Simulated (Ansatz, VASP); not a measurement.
# One calculation of Ga7CuAs8, two programs

```xyz
16
Lattice="0.0000 5.6537 5.6537 5.6537 0.0000 5.6537 5.6537 5.6537 0.0000" Properties=species:S:1:pos:R:3 pbc="T T T"
Cu    0.0000    0.0000    0.0000
Ga    2.8268    2.8268    0.0364
Ga    2.8268    0.0364    2.8268
Ga    5.6173    2.8268    2.8268
Ga    0.0364    2.8268    2.8268
Ga    2.8268    5.6173    2.8268
Ga    2.8268    2.8268    5.6173
Ga    5.6537    5.6537    5.6537
As    1.3650    1.3650    1.3650
As    4.2887    4.2887    1.3650
As    4.2887    1.3650    4.2887
As    7.0714    4.2360    4.2360
As    1.3650    4.2887    4.2887
As    4.2360    7.0714    4.2360
As    4.2360    4.2360    7.0714
As    7.0714    7.0714    7.0714
```

Alike in both runs: functional PBEsol; k mesh 3 × 3 × 3; occupations gaussian, width 0.05 eV; collinear spin; Hubbard terms Cu d U = 5.0 eV.

Ansatz relaxed the structure, and its values are those at the end. VASP's run is a single point on that final structure, the one shown.

|  | VASP | Ansatz |
| --- | --- | --- |
| version | VASP 6.6.1 | Ansatz 0.2.0 |
| potentials or method | VASP PAW PBE potentials, release 64 (Cu, Ga_d, As), cutoff 520 eV | scalar-relativistic, plane waves, PAW |
| valence electrons in the cell | 142 | 230 |

```tsv
	VASP	Ansatz	Ansatz less VASP
gap on the k mesh at the Fermi level (eV)	none	none	-
pressure (GPa)	-1.1	-1.2	-0.04
rms of the force components (eV/Å)	0.024	0.005	-0.0193
net moment per atom (μB)	0.00	0.00	0.000
```

VASP's potentials were made for PBE, not for PBEsol. The programs project onto different local orbitals, so the same U acts differently, and such runs can settle in different states. A gap of «none» marks a metal or a gap that the smearing closes. VASP's potentials hold 142 valence electrons a cell and Ansatz's 230, so a difference there can come from the potentials and not from the codes. Ansatz's warnings: filled band counts differ across k points, seeded moment not kept, stress scf threshold loose.
